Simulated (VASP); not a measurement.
The system is TiTe2.

```
Te Ti
1.0
     3.85108    0.00000    0.00000
    -1.92554    3.33513    0.00000
     0.00000    0.00000    6.62544
Te Ti
2 1
Cartesian
  0.0000 2.2234 4.8843
  1.9255 1.1117 1.7412
  0.0000 0.0000 0.0000
```

Base run:

* Program: VASP 6.6.1
* Functional: PBE
* Potentials or basis: VASP PAW PBE potentials, release 64 (Te, Ti_sv)
* Cutoff: 520 eV
* k mesh: 8 × 8 × 4
* Occupations: fermi-dirac, width 0.05 eV
* Spin: no spin polarisation

Its results: band gap on the k mesh zero (band 12 reaches 6.52 eV, above the bottom of band 13 at 5.95 eV); pressure -2.5 GPa; largest force 0.439 eV/Å.

**Question.** The run is repeated on the same cell with these changes: functional from PBE to PBEsol. What comes out?

**Answer.** Band gap on the k mesh zero (band 12 reaches 6.38 eV, above the bottom of band 13 at 5.79 eV); pressure -5.3 GPa; largest force 0.559 eV/Å.

PBEsol binds more tightly than PBE, so the same cell stands under less pressure.

Caveats: spin-orbit coupling is left out, which moves the levels of the heavy elements; this functional lacks dispersion, which binds the layers, so the pressure and a relaxed spacing across them are unreliable; the PAW data sets were made with another functional, which shifts forces and pressure a little (some runs).
